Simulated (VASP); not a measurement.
Write the native input for VASP 6.6.1 that does the following.

```
Task                    : single point
Functional              : PBE
Potentials or basis     : VASP PAW PBE potentials, release 64 (Mg, Sb)
Cutoff                  : 520 eV
k mesh                  : 9 × 9 × 5
Occupations             : fermi-dirac, width 0.1 eV
Spin                    : no spin polarisation
Dipole correction       : no
k mesh for the DOS      : 14 × 14 × 8
Occupations for the DOS : tetrahedron
Further INCAR settings  : ALGO = Normal; EDIFF = 1e-06; NBANDS = 16
```

The system is Mg3Sb2.

```
Mg Sb
1.0
     2.29365    3.97272    0.00000
    -2.29365    3.97272    0.00000
     0.00000    0.00000    7.25161
Mg Sb
3 2
Direct
  0.00000 0.00000 0.00000
  0.33330 0.33340 0.63000
  0.66670 0.66660 0.37000
  0.33330 0.33340 0.23500
  0.66670 0.66660 0.76500
```

These files were run (other wordings do the same):

POSCAR

```
Mg3Sb2
1.0
    2.2936530000      3.9727190000      0.0000000000
   -2.2936530000      3.9727190000      0.0000000000
    0.0000000000      0.0000000000      7.2516140000
Mg Sb
3 2
Direct
    0.0000000000      0.0000000000      0.0000000000
    0.3333000000      0.3334000000      0.6300000000
    0.6667000000      0.6666000000      0.3700000000
    0.3333000000      0.3334000000      0.2350000000
    0.6667000000      0.6666000000      0.7650000000
```

INCAR.step1

```
SYSTEM = Mg3Sb2
ALGO = Normal ; EDIFF = 1E-6
ENCUT = 520 ; GGA = PE
GGA_COMPAT = .False. ; ISIF = 2
ISMEAR = -1 ; LASPH = .True.
LCHARG = .True. ; LORBIT = 11
LREAL = .False. ; LWAVE = .False.
NBANDS = 16 ; NEDOS = 2001
NELM = 120 ; PREC = Accurate
SIGMA = 0.1
```

KPOINTS.step1

```
k-points
0
Gamma
  9 9 5
  0 0 0
```

INCAR.step2

```
SYSTEM = Mg3Sb2
ALGO = Normal ; EDIFF = 1E-6
ENCUT = 520 ; GGA = PE
GGA_COMPAT = .False. ; ICHARG = 11
ISIF = 2 ; ISMEAR = -5
LASPH = .True. ; LCHARG = .False.
LORBIT = 11 ; LREAL = .False.
LWAVE = .False. ; NBANDS = 16
NEDOS = 1001 ; NELM = 120
PREC = Accurate ; SIGMA = 0.1
```

KPOINTS.step2

```
k-points
0
Gamma
  14 14 8
  0 0 0
```

Potentials or basis: VASP PAW PBE potentials, release 64 (Mg, Sb).

Command:

```bash
$ cat potpaw_PBE.64/Mg/POTCAR potpaw_PBE.64/Sb/POTCAR > POTCAR
$ cp INCAR.step1 INCAR
$ cp KPOINTS.step1 KPOINTS
$ mpirun -np 1 vasp_std > vasp.out
$ cp INCAR.step2 INCAR
$ cp KPOINTS.step2 KPOINTS
$ mpirun -np 1 vasp_std > vasp.out
```

It gave:

| Property | Result |
| --- | --- |
| Valence electrons inside the program's atomic spheres | Mg 0.26, 0.35 (each value once); Sb 2.55 |

It took 7.7 min on 1 thread of Intel(R) Xeon(R) Platinum 8488C (Sapphire Rapids), with other jobs on the host, peak memory 0.94 GiB.
